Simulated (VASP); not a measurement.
SnTe, 2 atoms in the cell. It takes space group F-43m (No. 216, cubic). The conventional cell has a = 6.266 Å, b = 6.266 Å, c = 6.266 Å, α = 90.00°, β = 90.00°, γ = 90.00°. Te (site symmetry -43m) has 4 Sn at 2.71 Å within 3.6 Å. Within 3.6 Å of Sn (site symmetry -43m) lie 4 Te at 2.71 Å. 

```yaml
Program: VASP 6.6.1
Task: single point
Functional: PBEsol
Potentials_or_basis: VASP PAW PBE potentials, release 64 (Te, Sn_d)
Cutoff: 520 eV
k_mesh: 7 × 7 × 7
Occupations: fermi-dirac, width 0.05 eV
Spin: no spin polarisation
Dipole_correction: no
Further_INCAR_settings: ALGO = Normal; EDIFF = 1e-06; NBANDS = 17
```

Potentials or basis: VASP PAW PBE potentials, release 64 (Te, Sn_d).

Command:

```console
$ cat potpaw_PBE.64/Te/POTCAR potpaw_PBE.64/Sn_d/POTCAR > POTCAR
$ mpirun -np 1 vasp_std > vasp.out
```

Hardware: 1 thread of Intel(R) Xeon(R) 6975P-C (Granite Rapids) (shared host).

How long does it take, and how much memory?

Wall time 8.4 s on 1 thread of Intel(R) Xeon(R) 6975P-C (Granite Rapids), with other jobs on the host, peak memory 0.2 GiB. Counts: scf iterations 11, k points 20.
